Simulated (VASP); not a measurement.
Wanted: the native input for a VASP 6.6.1 run.

- Task: single point
- Functional: PBE
- Potentials or basis: VASP PAW PBE potentials, release 64 (Zn, S)
- Cutoff: 520 eV
- k mesh: 12 × 12 × 2
- Occupations: gaussian, width 0.05 eV
- Spin: no spin polarisation
- Dipole correction: no
- Further INCAR settings: ALGO = Normal; EDIFF = 1e-07; NBANDS = 46

The structure of ZnS lies in POSCAR:

```
ZnS
1.0
    3.7890225917      0.0000000000      0.0000000000
   -1.8945112959      3.2813898200      0.0000000000
    0.0000000000      0.0000000000     12.5902250239
Zn S
4 4
Direct
    0.0000000000      0.0000000000      0.0000503469
    0.0000000000      0.0000000000      0.5000503469
    0.3333333333      0.6666666667      0.2500245137
    0.6666666667      0.3333333333      0.7500245137
    0.0000000000      0.0000000000      0.1872896978
    0.0000000000      0.0000000000      0.6872896978
    0.3333333333      0.6666666667      0.4376354415
    0.6666666667      0.3333333333      0.9376354415
```

This cell differs from its parent crystal: strain -0.015 along x and y, +0.000 along z.

The input as run:

INCAR

```
PREC = Accurate ; ENCUT = 520
EDIFF = 1E-7 ; ISMEAR = 0
SIGMA = 0.05 ; LREAL = F
LASPH = T ; NELM = 80
ALGO = Normal ; ISIF = 2
LWAVE = F ; LCHARG = T
GGA = PE ; LELF = T
LVHAR = T ; NBANDS = 46
```

KPOINTS

```
regular mesh
0
Gamma
  12 12 2
```

Potentials or basis: VASP PAW PBE potentials, release 64 (Zn, S).

Run with:

```sh
$ cat potpaw_PBE.64/Zn/POTCAR potpaw_PBE.64/S/POTCAR > POTCAR
$ mpirun -np 1 vasp_std > vasp.out
```

Results of the run:

```json
{"Pressure": "2.5 GPa", "Largest force": "0.109 eV/Å", "Band gap on the k mesh": "2.16 eV, direct"}
```

Caveat: the cell differs from its parent crystal (strain -0.015 along x and y, +0.000 along z).

Wall time 4.1 min on 1 thread of Intel(R) Xeon(R) Platinum 8559C (Emerald Rapids) (shared host), peak memory 0.37 GiB.
